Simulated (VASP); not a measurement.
# CsIn2: single point with PBE

The system is CsIn2.

```
CELL_PARAMETERS angstrom
0.00000 4.18067 4.18067
4.18067 0.00000 4.18067
4.18067 4.18067 0.00000
ATOMIC_POSITIONS crystal
Cs 0.00000 0.00000 0.00000
In 0.25000 0.25000 0.25000
In 0.75000 0.75000 0.75000
```

```
Program             : VASP 6.6.1
Task                : single point
Functional          : PBE
Potentials or basis : VASP PAW PBE potentials, release 64 (Cs_sv, In_d)
Cutoff              : 520 eV
k mesh              : 4 × 4 × 4
Occupations         : gaussian, width 0.1 eV
Spin                : no spin polarisation
```

```
Pressure               : 0.3 GPa
Band gap on the k mesh : zero (an odd number of electrons rules out a gap without spin polarisation)
```

Levels at points of the mesh, in eV from the Fermi level:
```
           k point  band 14  band 15  band 16  band 17  band 18  band 19  band 20  band 21  band 22  band 23
(0.00, 0.00, 0.00)    -9.32    -6.05    -3.47    -0.43    -0.43    -0.43     2.85     2.85     2.85     3.34
(0.50, 0.00, 0.00)    -9.35    -5.09    -4.38     0.14     0.14     0.91     1.04     1.53     1.53     3.97
(0.50, 0.50, 0.00)    -9.40    -4.55    -4.51    -1.53     0.18     0.18     2.44     2.44     2.95     4.09
```

Wall time 81 s on 1 thread of Intel Xeon 8259CL, on a shared host, peak memory 0.31 GiB.

Caveat: spin-orbit coupling is left out, which moves the levels of the heavy elements.
